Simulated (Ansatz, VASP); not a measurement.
# CoSi2: VASP beside Ansatz

```
Co Si
1.0
     3.75651    0.00000    0.00000
     0.00000    5.31251    0.00000
     0.00000    0.00000   24.39128
Co Si
6 12
Direct
  0.50000 0.50000 0.30749
  0.00000 0.00000 0.38449
  0.50000 0.50000 0.46150
  0.00000 0.00000 0.53850
  0.50000 0.50000 0.61551
  0.00000 0.00000 0.69251
  0.00000 0.75000 0.30749
  0.00000 0.25000 0.30749
  0.50000 0.25000 0.38449
  0.50000 0.75000 0.38449
  0.00000 0.75000 0.46150
  0.00000 0.25000 0.46150
  0.50000 0.25000 0.53850
  0.50000 0.75000 0.53850
  0.00000 0.75000 0.61551
  0.00000 0.25000 0.61551
  0.50000 0.25000 0.69251
  0.50000 0.75000 0.69251
```

Alike in both runs: task single point; functional PBEsol; k mesh 9 × 7 × 1; occupations gaussian, width 0.1 eV; no spin polarisation.

|  | VASP | Ansatz |
| --- | --- | --- |
| version | VASP 6.6.1 | Ansatz 0.2.0 |
| potentials or method | VASP PAW PBE potentials, release 64 (Co, Si), cutoff 520 eV | scalar-relativistic, plane waves, PAW |
| valence electrons in the cell | 102 | 150 |

Ansatz gave:

| Property | Result |
| --- | --- |
| gap on the k mesh at the Fermi level (eV) | none |
| rms of the force components (eV/Å) | 0.138 |

Q: Estimate VASP's values.

A: gap on the k mesh at the Fermi level (eV): none; rms of the force components (eV/Å): 0.137.

VASP's potentials were made for PBE, not for PBEsol. A gap of «none» marks a metal or a gap that the smearing closes. VASP's potentials hold 102 valence electrons a cell and Ansatz's 150, so a difference there can come from the potentials and not from the codes. Ansatz's warnings: xc potential rough in thin density.
